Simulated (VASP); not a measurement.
Here is a VASP 6.6.1 calculation.

The input INCAR:

```
PREC = Accurate ; ENCUT = 520
EDIFF = 1E-6 ; ISMEAR = 0
SIGMA = 0.15 ; LREAL = False
LASPH = True ; NELM = 60
ALGO = Fast ; ISIF = 2
LWAVE = False ; LCHARG = False
GGA = PS ; NBANDS = 13
```

Contents of KPOINTS:

```
regular mesh
0
Gamma
  22 22 22
```

Contents of POSCAR:

```
Sn
1.0
   -1.5819591888      1.6268632750      2.7852890075
    1.5819591888     -1.6268632750      2.7852890075
    1.5819591888      1.6268632750     -2.7852890075
Sn
1
Direct
    0.0000000000      0.0000000000      0.0000000000
```

Potentials or basis: VASP PAW PBE potentials, release 64 (Sn_d).

Command:

```bash
$ cat potpaw_PBE.64/Sn_d/POTCAR > POTCAR
$ mpirun -np 1 vasp_std > vasp.out
```

**Question.** Estimate the band gap on the k mesh.

**Answer.** Zero (band 7 reaches 13.91 eV, above the bottom of band 8 at 4.93 eV).

**Question.** What does it give for the pressure?

**Answer.** -3.3 GPa.

Stress tensor (GPa, compression positive):
```
-1.73  0.00  0.00
 0.00 -3.70  0.00
 0.00  0.00 -4.57
```

Caveat: the PAW data sets were made with another functional, which shifts forces and pressure a little; spin-orbit coupling is left out, which moves the levels of the heavy elements.
